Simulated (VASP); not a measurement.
Input of a VASP 6.6.1 run:

The input INCAR:

```
SYSTEM = Nb5N
  PREC = Accurate
  ENCUT = 520
  EDIFF = 1E-7
  ISMEAR = 0
  SIGMA = 0.1
  LREAL = .False.
  LASPH = .True.
  NELM = 100
  ALGO = Normal
  ISIF = 2
  LWAVE = .False.
  LCHARG = .True.
  GGA = PE
  LELF = .True.
  LVHAR = .True.
  NBANDS = 44
```

File KPOINTS:

```
regular mesh
0
Gamma
  6 6 4
  0 0 0
```

Contents of POSCAR:

```
Nb5N
1.0
    5.0493419834      0.0000000028      0.0000000000
   -2.5246709941      4.3728584287      0.0000000000
    0.0000000000      0.0000000000      5.1879392307
Nb N
5 1
Direct
    0.3333333333      0.6666666667      0.0000000000
    0.6666666667      0.3333333333      0.0000000000
    0.5000000000      0.0000000000      0.5000000000
    0.5000000000      0.5000000000      0.5000000000
    0.0000000000      0.5000000000      0.5000000000
    0.0000000000      0.0000000000      0.0000000000
```

Potentials or basis: VASP PAW PBE potentials, release 64 (Nb_sv, N).

The run is started by

```console
$ cat potpaw_PBE.64/Nb_sv/POTCAR potpaw_PBE.64/N/POTCAR > POTCAR
$ mpirun -np 1 vasp_std > vasp.out
```

Task: Estimate the band gap on the k mesh.

Result: Zero (bands 35 and 36 overlap by 0.89 eV).

Task: What does it give for the pressure?

Result: -0.2 GPa.

Stress tensor (GPa, compression positive):
```
-0.13  0.00  0.00
 0.00 -0.13  0.00
 0.00  0.00 -0.24
```
